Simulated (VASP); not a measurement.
Write the native input for VASP 6.6.1 that does the following.

| Quantity | Value |
| --- | --- |
| Task | relaxation of cell and atoms |
| Functional | PBE |
| Potentials or basis | VASP PAW PBE potentials, release 64 (In_d, B) |
| Cutoff | 500 eV |
| k mesh | 6 × 6 × 6 |
| Occupations | gaussian, width 0.1 eV |
| Spin | no spin polarisation |
| Dipole correction | no |
| Further INCAR settings | ALGO = Normal; EDIFF = 1e-07; IBRION = 2; EDIFFG = -0.04; NSW = 90; ISIF = 3 |

The structure of InB5 lies in POSCAR:

```
InB5
1.0
    0.0000000000      3.0988365713      3.0988365713
    3.0988365713      0.0000000000      3.0988365713
    3.0988365713      3.0988365713      0.0000000000
In B
1 5
Direct
    0.0000000000      0.0000000000      0.0000000000
    0.7500000000      0.7500000000      0.7500000000
    0.3966927664      0.3966927664      0.8099217009
    0.3966927664      0.8099217009      0.3966927664
    0.3966927664      0.3966927664      0.3966927664
    0.8099217009      0.3966927664      0.3966927664
```

The cell was built from a structure type or drawn by symmetry, and may not be a known phase.

One way to write it, as run:

INCAR

```
ALGO     = Normal         # electronic algorithm
EDIFF    = 1E-7           # SCF threshold, eV
EDIFFG   = -0.04          # ionic threshold
ENCUT    = 500            # plane-wave cutoff, eV
GGA      = PE             # functional
GGA_COMPAT= F            
IBRION   = 2              # ionic algorithm
ISIF     = 3              # what is computed and relaxed
ISMEAR   = 0              # smearing method
LASPH    = T              # aspherical terms in the spheres
LCHARG   = F              # write CHGCAR
LREAL    = F              # projectors in reciprocal space
LWAVE    = F              # write WAVECAR
NELM     = 120            # most SCF steps
NELMIN   = 4            
NSW      = 90             # ionic steps
PREC     = Accurate       # precision mode
SIGMA    = 0.1            # smearing width, eV
```

KPOINTS

```
k-points
0
Gamma
  6 6 6
```

Potentials or basis: VASP PAW PBE potentials, release 64 (In_d, B).

The run is started by

```console
$ cat potpaw_PBE.64/In_d/POTCAR potpaw_PBE.64/B/POTCAR > POTCAR
$ mpirun -np 1 vasp_std > vasp.out
```

Results of the run:

```yaml
Relaxed_volume: 9.88 Å³/atom
Relaxed_cell: a = 4.377 Å, b = 4.377 Å, c = 4.377 Å, α = 60.00°, β = 60.00°, γ = 60.00°
Space_group_after_relaxing_to_0.1_Å: F-43m (No. 216)
Energy_gained_by_relaxing: 0.1 meV/atom
Ionic_steps: 2
Pressure_after_relaxing: 0.4 GPa
Largest_force_after_relaxing: 0.023 eV/Å
Band_gap_on_the_k_mesh: zero (bands 14 and 15 overlap by 2.60 eV)
```

Caveat: spin-orbit coupling is left out, which moves the levels of the heavy elements.

It took 51 s on 1 thread of AMD EPYC 7R43 64-Core Processor (Zen 3), on a shared host, peak memory 0.14 GiB.
